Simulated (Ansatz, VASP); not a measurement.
# BaHfO3: VASP beside Ansatz

Contents of INCAR:

```
SYSTEM = BaHfO3
PREC = Accurate ; ENCUT = 520
EDIFF = 1E-6 ; ISMEAR = 0
SIGMA = 0.02 ; LREAL = .FALSE.
LASPH = .TRUE. ; NELM = 100
ALGO = Normal ; ISIF = 2
LWAVE = .FALSE. ; LCHARG = .FALSE.
GGA = PE ; NBANDS = 27
```

Contents of KPOINTS:

```
regular mesh
0
G
  6 6 6
  0 0 0
```

File POSCAR:

```
BaHfO3
1.0
    4.1695667999      0.0000000000      0.0000000000
    0.0000000000      4.1695667999      0.0000000000
    0.0000000000      0.0000000000      4.1703766343
Ba Hf O
1 1 3
Direct
    0.5000000000      0.5000000000      0.9964249600
    0.0000000000      0.0000000000      0.4978753300
    0.0000000000      0.5000000000      0.4988901400
    0.5359749603      0.0000000000      0.4988901400
    0.0000000000      0.0000000000      0.9979412200
```

Input for Ansatz:

```yaml
crystal:
  lattice:
    - [4.1695667999, 0.0, 0.0]
    - [0.0, 4.1695667999, 0.0]
    - [0.0, 0.0, 4.1703766343]
  atoms:
    - { symbol: Ba, position: [0.5, 0.5, 0.99642496] }
    - { symbol: Hf, position: [0.0, 0.0, 0.49787533] }
    - { symbol: O, position: [0.0, 0.5, 0.49889014] }
    - { symbol: O, position: [0.5359749603, 0.0, 0.49889014] }
    - { symbol: O, position: [0.0, 0.0, 0.99794122] }
basis:
  ecutwfc: 420
kpoints:
  mp_grid: { grid: [6, 6, 6] }
hamiltonian:
  xc: pbe
scf:
  occupations: { method: gaussian, width: 0.02 }
output:
  forces: true
  stress: true
  eigenvalues: true
```

Change from the starting cell: one atom moved.

Alike in both runs: task single point; functional PBE; k mesh 6 × 6 × 6; occupations gaussian, width 0.02 eV; no spin polarisation.

|  | VASP | Ansatz |
| --- | --- | --- |
| version | VASP 6.6.1 | Ansatz 0.2.0 |
| potentials or method | VASP PAW PBE potentials, release 64 (Ba_sv, Hf_pv, O), cutoff 520 eV | scalar-relativistic, plane waves, PAW |
| valence electrons in the cell | 38 | 54 |

```tsv
	VASP	Ansatz	Ansatz less VASP
gap on the k mesh at the Fermi level (eV)	3.60	3.69	+0.088
least direct gap on the mesh (eV)	3.86	3.83	-0.029
pressure (GPa)	5.6	6.1	+0.50
traceless stress, the component that is largest in VASP (GPa)	2.61	2.54	-0.063
rms of the force components (eV/Å)	0.707	0.723	+0.0157
```

Atom by atom the forces differ by 0.018 eV/Å (rms over components). VASP's potentials hold 38 valence electrons a cell and Ansatz's 54, so a difference there can come from the potentials and not from the codes.

Neither program's run includes spin-orbit coupling.
